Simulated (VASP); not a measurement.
# In5Sb2As3 (Pm) in VASP: a series of runs, part 2 of 2

VASP 6.6.1.

## 3. Single point, PBE

This run uses another cell than the first one, of 26.20 Å³/atom.

Contents of INCAR:

```
ALGO = Fast
EDIFF = 1E-6
ENCUT = 520
GGA = PE
ISIF = 2
ISMEAR = 0
LASPH = T
LCHARG = T
LELF = T
LREAL = F
LVHAR = T
LWAVE = F
NBANDS = 56
NELM = 100
PREC = Accurate
SIGMA = 0.1
```

Contents of KPOINTS:

```
k-points
0
Gamma
  4 4 4
```

Contents of POSCAR:

```
In5Sb2As3
1.0
    6.6140635870      0.0000000000     -0.0299630684
    0.0000000000      5.3891924390      0.0000000000
   -0.2984835793      0.0000000000      7.3508567995
In Sb As
5 2 3
Direct
   -0.0360311481      0.0000000000      0.0643906755
    0.3806456302      0.0000000000      0.2320715003
    0.7709025415      0.0000000000      0.4546256255
    0.1751526093      0.0000000000      0.6472405903
    0.5782209091      0.0000000000      0.8452510550
    0.2805604978      0.5000000000      0.4337748035
    0.0894383737      0.5000000000      0.8637188059
    0.8566490528      0.5000000000      0.2858375972
    0.6974603437      0.5000000000      0.5985038200
    0.4570011900      0.5000000000      0.0745855269
```

Potentials or basis: VASP PAW PBE potentials, release 64 (In_d, Sb, As).

Run with:

```bash
cat potpaw_PBE.64/In_d/POTCAR potpaw_PBE.64/Sb/POTCAR potpaw_PBE.64/As/POTCAR > POTCAR
mpirun -np 1 vasp_std > vasp.out
```

OUTCAR:

```text
EDIFF = 1E-6
   ENCUT = 520
   GGA = PE
   ISIF = 2
   ISMEAR = 0
   LASPH = T
   LREAL = F
   NELM = 100
   PREC = Accurate

 ion  position               nearest neighbor table
   1  0.964  0.000  0.064-   5 2.96   2 2.97   3 3.19   7 3.20   7 3.20   8 3.24   8 3.24   4 3.43

   2  0.381  0.000  0.232-   1 2.97  10 2.99  10 2.99   3 2.99   6 3.16   6 3.16   5 3.18   4 3.40

   3  0.771  0.000  0.455-   9 2.94   9 2.94   4 2.97   2 2.99   8 3.03   8 3.03   1 3.19   5 3.20

   4  0.175  0.000  0.647-   3 2.97   5 2.98   7 3.19   7 3.19   6 3.21   6 3.21   2 3.40   1 3.43

   5  0.578  0.000  0.845-   1 2.96   4 2.98   2 3.18   3 3.20  10 3.30  10 3.30   9 3.36   9 3.36

   6  0.281  0.500  0.434-  10 2.94   8 2.96   9 2.96   2 3.16   2 3.16   4 3.21   4 3.21   7 3.46

   7  0.089  0.500  0.864-  10 2.82   9 3.17   4 3.19   4 3.19   1 3.20   1 3.20   6 3.46
   8  0.857  0.500  0.286-   9 2.57   6 2.96   3 3.03   3 3.03   1 3.24   1 3.24
   9  0.697  0.500  0.599-   8 2.57   3 2.94   3 2.94   6 2.96   7 3.17   5 3.36   5 3.36
  10  0.457  0.500  0.075-   7 2.82   6 2.94   2 2.99   2 2.99   5 3.30   5 3.30

  LATTYP: Found a simple monoclinic cell.
 ALAT       =     6.6141314561
 B/A-ratio  =     0.8147997171
 C/A-ratio  =     1.1123024023
 COS(beta)  =    -0.0450978568

  Lattice vectors:

 A1 = (   6.6140635870,   0.0000000000,  -0.0299630684)
 A2 = (   0.0000000000,   5.3891924390,   0.0000000000)
 A3 = (  -0.2984835793,   0.0000000000,   7.3508567995)

Analysis of symmetry for initial positions (statically):
=====================================================================
 Subroutine PRICEL returns:
 Original cell was already a primitive cell.

 Routine SETGRP: Setting up the symmetry group for a
 simple monoclinic supercell.

 Subroutine GETGRP returns: Found  2 space group operations
 (whereof  2 operations were pure point group operations)
 out of a pool of  4 trial point group operations.

The static configuration has the point symmetry C_1h.

Analysis of symmetry for dynamics (positions and initial velocities):
=====================================================================
 Subroutine PRICEL returns:
 Original cell was already a primitive cell.

 Routine SETGRP: Setting up the symmetry group for a
 simple monoclinic supercell.

 Subroutine GETGRP returns: Found  2 space group operations
 (whereof  2 operations were pure point group operations)
 out of a pool of  4 trial point group operations.

The dynamic configuration has the point symmetry C_1h.

 Subroutine INISYM returns: Found  2 space group operations
 (whereof  2 operations are pure point group operations),
 and found     1 'primitive' translations

----------------------------------------------------------------------------------------

                                     Primitive cell

  volume of cell :     261.9691

  direct lattice vectors                    reciprocal lattice vectors
     6.614063587  0.000000000 -0.029963068     0.151220800  0.000000000  0.006140363
     0.000000000  5.389192439  0.000000000     0.000000000  0.185556558  0.000000000
[... 82 lines left out ...]
 [... further k-points ...]
   k-points           NKPTS =     30   k-points in BZ     NKDIM =     30   number of bands    NBANDS=     56
   number of dos      NEDOS =    301   number of ions     NIONS =     10
   total plane-waves  NPLWV = 112000
   dimension x,y,z NGX =    50 NGY =   40 NGZ =   56
   dimension x,y,z NGXF=   100 NGYF=   80 NGZF=  112
   ions per type =               5   2   3
   NGX,Y,Z   is equivalent  to a cutoff of  12.57, 12.34, 12.65 a.u.
   NGXF,Y,Z  is equivalent  to a cutoff of  25.13, 24.68, 25.31 a.u.
 SYSTEM =  unknown system
   PREC   = accura    normal or accurate (medium, high low for compatibility)
   ISTART =      0    job   : 0-new  1-cont  2-samecut
   ICHARG =      2    charge: 1-file 2-atom 10-const
   ISPIN  =      1    spin polarized calculation?
   LNONCOLLINEAR =      F non collinear calculations
   LSORBIT =      F    spin-orbit coupling
   LASPH  =      T    aspherical Exc in radial PAW
   ENCUT  =  520.0 eV  38.22 Ry    6.18 a.u.  12.30 10.02 13.68*2*pi/ulx,y,z
   NELM   =    100;   NELMIN=  2; NELMDL= -5     # of ELM steps
   EDIFF  = 0.1E-05   stopping-criterion for ELM
   LREAL  =      F    real-space projection
   EDIFFG = 0.1E-04   stopping-criterion for IOM
   NSW    =      0    number of steps for IOM
   IBRION =     -1    ionic relax: 0-MD 1-quasi-New 2-CG
   NFREE  =      0    steps in history (QN), initial steepest desc. (CG)
   ISIF   =      2    stress and relaxation
   ISYM   =      2    0-nonsym 1-usesym 2-fastsym
   POTIM  = 0.5000    time-step for ionic-motion
   TEBEG  =    0.0;   TEEND  =   0.0 temperature during run
   PSTRESS=    0.0 pullay stress
   NELECT =      90.0000    total number of electrons
   NUPDOWN=      -1.0000    fix difference up-down
   EMIN   =  10.00;   EMAX   =-10.00  energy-range for DOS
   EFERMI =   0.00;   METHOD = LEGACY
   ISMEAR =     0;   SIGMA  =   0.10  broadening in eV -4-tet -1-fermi 0-gaus
   EFERMI_NEDOS =   21; number of points for ismear=-14 and -15
   IALGO  =     68    algorithm
   IMIX   =      4    mixing-type and parameters
     AMIX     =   0.40;   BMIX     =  1.00
     AMIX_MAG =   1.60;   BMIX_MAG =  1.00
  volume/ion in A,a.u.               =      26.20       176.79
  Fermi-wavevector in a.u.,A,eV,Ry     =   1.146583  2.166728 17.886945  1.314653
  Thomas-Fermi vector in A             =   2.283267
   LORBIT       =      0    0 simple, 1 ext, 2 COOP (PROOUT), +10 PAW based schemes
   GGA     = PE    functional components
   LHFCALC =     F    Hartree Fock is set to
   AEXX    =    0.0000 exact exchange contribution
   IVDW    =     0    specifies the selected vdW correction
   LEPSILON=     F    determine dielectric tensor
   LRPA    =     F    only Hartree local field effects (RPA)
 non-spin polarized calculation
 RMM-DIIS sequential band-by-band and
 Gauss-broadening in eV      SIGMA  =   0.10
  energy-cutoff  :      520.00
  volume of cell :      261.97
 maximum number of plane-waves:      7096
 NGX is ok and might be reduce to    50
   NGX = 25   NGY = 21   NGZ = 27

 number of electron      89.9999999 magnetization

 Free energy of the ion-electron system (eV)
  ---------------------------------------------------
  ext. energy  EPLUGINS =         0.00000000
  ---------------------------------------------------
  free energy    TOTEN  =       -34.22060070 eV

  energy without entropy =      -34.20117831  energy(sigma->0) =      -34.21088951

 E-fermi :   6.4271     XC(G=0):  -9.9149

 val. band max:        6.4185083743   @ k =   0.5000   0.5000   0.0000
 cond. band min:       6.4337036250   @ k =   0.0000   0.5000   0.2500
 fundamental gap:      0.0151952506
 Fermi energy:         6.4270756723

 k-point     1 :       0.0000    0.0000    0.0000
  band No.  band energies     occupation
      1      -8.5401      2.00000
      2      -8.3096      2.00000
      3      -8.2373      2.00000
      4      -8.2342      2.00000
      5      -8.2017      2.00000
      6      -8.1911      2.00000
[... 1405 lines left out ...]
     55       9.5929      0.00000
     56       9.7035      0.00000

 [... further k-points ...]

------------------------ aborting loop because EDIFF is reached ----------------------------------------

  FORCE on cell =-STRESS in cart. coord.  units (eV):
  Direction    XX          YY          ZZ          XY          YZ          ZX
  --------------------------------------------------------------------------------------
  -------------------------------------------------------------------------------------
  Total       -0.0221489     -0.0365522     -0.0137218      0.0000000      0.0000000      0.0262005
  in kB       -0.1354605     -0.2235499     -0.0839209      0.0000000      0.0000000      0.1602396
  external PRESSURE =      -0.1476438 kB  Pullay stress =       0.0000000 kB

 VOLUME and BASIS-vectors are now :
 -----------------------------------------------------------------------------
  energy-cutoff  :      520.00
  volume of cell :      261.97
      direct lattice vectors                 reciprocal lattice vectors
     6.614063587  0.000000000 -0.029963068     0.151220800  0.000000000  0.006140363
     0.000000000  5.389192439  0.000000000     0.000000000  0.185556558  0.000000000
    -0.298483579  0.000000000  7.350856799     0.000616396  0.000000000  0.136063593

 POSITION                                       TOTAL-FORCE (eV/Angst)
 -----------------------------------------------------------------------------------
      6.35653      0.00000      0.44444        -0.000648      0.000000     -0.000829
      2.44834      0.00000      1.69452        -0.000383      0.000000     -0.000429
      4.96310      0.00000      3.31879        -0.001145      0.000000     -0.003021
      0.96528      0.00000      4.75252        -0.000868      0.000000      0.000768
      3.57210      0.00000      6.19599        -0.001171      0.000000      0.001665
      1.72617      2.69460      3.18021         0.000741      0.000000     -0.002291
      0.33375      2.69460      6.34639        -0.005265      0.000000     -0.004103
      5.58061      2.69460      2.07548         0.006132      0.000000     -0.020913
      4.43440      2.69460      4.37862        -0.001700      0.000000      0.023693
      3.00037      2.69460      0.53457         0.004306      0.000000      0.005460
 -----------------------------------------------------------------------------------
    total drift:                               -0.000364     -0.000000     -0.000099

  FREE ENERGIE OF THE ION-ELECTRON SYSTEM (eV)
  ---------------------------------------------------
  free  energy   TOTEN  =       -34.2206006988 eV

  energy  without entropy=      -34.2011783121  energy(sigma->0) =      -34.21088951
```

It took 10 min on 1 thread of Oxide Virtual Turin-like, shared host; peak memory 0.52 GiB.

Results:

```yaml
Free_energy: -34.2206 eV
Pressure: 0.0 GPa
Largest_force: 0.024 eV/Å
Band_gap_on_the_k_mesh: zero (bands 45 and 46 overlap by 1.22 eV)
```

Forces in eV/Å, atoms in the order of the input:
```
In  -0.001  0.000 -0.001
In   0.000  0.000  0.000
In  -0.001  0.000 -0.003
In  -0.001  0.000  0.001
In  -0.001  0.000  0.002
Sb   0.001  0.000 -0.002
Sb  -0.005  0.000 -0.004
As   0.006  0.000 -0.021
As  -0.002  0.000  0.024
As   0.004  0.000  0.005
```

Levels at points of the mesh, in eV from the Fermi level:
| k point | band 42 | band 43 | band 44 | band 45 | band 46 | band 47 | band 48 | band 49 |
| --- | --- | --- | --- | --- | --- | --- | --- | --- |
| (0.00, 0.00, 0.00) | -1.66 | -1.38 | -1.13 | -0.10 | 0.55 | 0.69 | 0.90 | 0.98 |
| (0.50, 0.00, 0.00) | -1.49 | -1.36 | -1.30 | -0.72 | -0.43 | -0.01 | 0.48 | 0.60 |
| (0.00, 0.50, 0.00) | -0.82 | -0.77 | -0.11 | 0.60 | 1.14 | 1.52 | 1.72 | 2.13 |
| (0.50, 0.50, 0.00) | -0.13 | -0.01 | 0.10 | 0.65 | 0.70 | 1.04 | 1.22 | 1.54 |
| (0.00, 0.00, 0.50) | -1.19 | -0.93 | -0.84 | -0.81 | -0.48 | -0.40 | 0.22 | 0.86 |
| (0.50, 0.00, 0.50) | -2.25 | -1.92 | -1.74 | -0.22 | 0.69 | 1.11 | 1.44 | 1.71 |
| (0.00, 0.50, 0.50) | -1.50 | -1.15 | -0.37 | -0.21 | 0.22 | 0.57 | 2.37 | 2.54 |
| (0.50, 0.50, 0.50) | -1.37 | -0.94 | -0.75 | 0.09 | 0.77 | 0.90 | 2.04 | 2.12 |

Caveat: spin-orbit coupling is left out, which moves the levels of the heavy elements.

## 4. Single point, PBE

This run uses another cell than the first one, of 26.32 Å³/atom.

Contents of INCAR:

```
PREC = Accurate
ENCUT = 520
EDIFF = 1E-6
ISMEAR = 0
SIGMA = 0.2
LREAL = False
LASPH = True
NELM = 100
ALGO = Fast
ISIF = 2
LWAVE = False
LCHARG = False
GGA = PE
NBANDS = 56
```

Contents of KPOINTS:

```
Automatic mesh
0
Gamma
  4 4 4
```

Contents of POSCAR:

```
In5Sb2As3
1.0
    0.0000000000     -5.5080105702      0.0000000000
   -6.5269289978      0.0000000000     -0.0934522887
    0.2235653320      0.0000000000     -7.3179829927
In Sb As
5 2 3
Direct
    0.0000000000      0.0354812155      0.9345967545
    0.0000000000      0.6162542588      0.7656613498
    0.0000000000      0.2286293901      0.5458896341
    0.0000000000      0.8256447255      0.3528635196
    0.0000000000      0.4221776504      0.1556352974
    0.5000000000      0.7201300456      0.5642557424
    0.5000000000      0.9090968700      0.1351340845
    0.5000000000      0.1399053409      0.7106519958
    0.5000000000      0.3052866947      0.4018719160
    0.5000000000      0.5473938084      0.9334397059
```

Run with:

```bash
cat potpaw_PBE.64/In_d/POTCAR potpaw_PBE.64/Sb/POTCAR potpaw_PBE.64/As/POTCAR > POTCAR
mpirun -np 1 vasp_std > vasp.out
```

It took 15 min on 1 thread of Oxide Virtual Turin-like, shared host; peak memory 0.52 GiB.

Results (log left out):

```yaml
Free_energy: -34.1984 eV
Pressure: 0.0 GPa
Largest_force: 0.166 eV/Å
Band_gap_on_the_k_mesh: zero (bands 45 and 46 overlap by 1.00 eV)
```

Forces in eV/Å, atoms in the order of the input:
```
In  -0.001  0.000 -0.102
In  -0.035  0.000 -0.027
In  -0.008  0.000  0.043
In   0.021  0.000  0.034
In   0.015  0.000  0.041
Sb  -0.014  0.000 -0.018
Sb  -0.046  0.000 -0.048
As   0.013  0.000 -0.159
As  -0.019  0.000  0.165
As   0.076  0.000  0.071
```

Stress tensor (GPa, compression positive):
```
 0.64  0.00 -0.28
 0.00 -1.34  0.00
-0.28  0.00  0.58
```

Levels at points of the mesh, in eV from the Fermi level:
```csv
k point,band 41,band 42,band 43,band 44,band 45,band 46,band 47,band 48,band 49,band 50
"(0.00, 0.00, 0.00)",-2.39,-1.65,-1.44,-1.20,-0.12,0.47,0.56,0.74,0.86,1.41
"(0.50, 0.00, 0.00)",-1.81,-0.95,-0.91,-0.04,0.21,1.10,1.34,1.58,2.11,2.24
"(0.00, 0.50, 0.00)",-1.63,-1.60,-1.46,-1.36,-0.80,-0.62,0.03,0.56,0.58,1.31
"(0.50, 0.50, 0.00)",-0.56,-0.17,0.13,0.16,0.37,0.67,0.77,1.34,1.63,2.05
"(0.00, 0.00, 0.50)",-1.58,-1.39,-1.07,-0.87,-0.82,-0.45,-0.41,0.35,0.66,0.94
"(0.50, 0.00, 0.50)",-1.63,-1.40,-1.31,-0.31,-0.04,0.14,0.32,2.12,2.36,2.74
"(0.00, 0.50, 0.50)",-2.27,-2.20,-1.97,-1.83,-0.21,0.69,1.06,1.34,1.65,1.82
"(0.50, 0.50, 0.50)",-1.56,-1.22,-0.94,-0.68,0.22,0.58,0.77,1.89,2.15,2.40
```

Caveat: spin-orbit coupling is left out, which moves the levels of the heavy elements.

## 5. Summary

```tsv
cell	smearing	gap on the mesh (eV)	pressure (GPa)	largest force (eV/Å)
a = 6.663, b = 5.677, c = 6.862 Å, angles 90.0, 92.3, 90.0°, 10 atoms, atomic positions A	gaussian 0.1 eV	none	0.4	0.56
a = 6.614, b = 5.389, c = 7.357 Å, angles 90.0, 92.6, 90.0°, 10 atoms, atomic positions B	gaussian 0.1 eV	none	0.0	0.02
a = 5.508, b = 6.528, c = 7.321 Å, angles 90.9, 90.0, 90.0°, 10 atoms, atomic positions C	gaussian 0.2 eV	none	0.0	0.17
```

Alike in all rows: task single point; level PBE; potentials or basis VASP PAW PBE potentials, release 64 (In_d, Sb, As); no spin polarisation; k mesh 4 × 4 × 4; cutoff (eV) 520.

Caveats: spin-orbit coupling is left out, which moves the levels of the heavy elements.

Total energies depend on the potentials used, so only differences within one code and one set of settings carry meaning.

The gap in the log of VASP goes by the Fermi energy; the results here count the filled bands.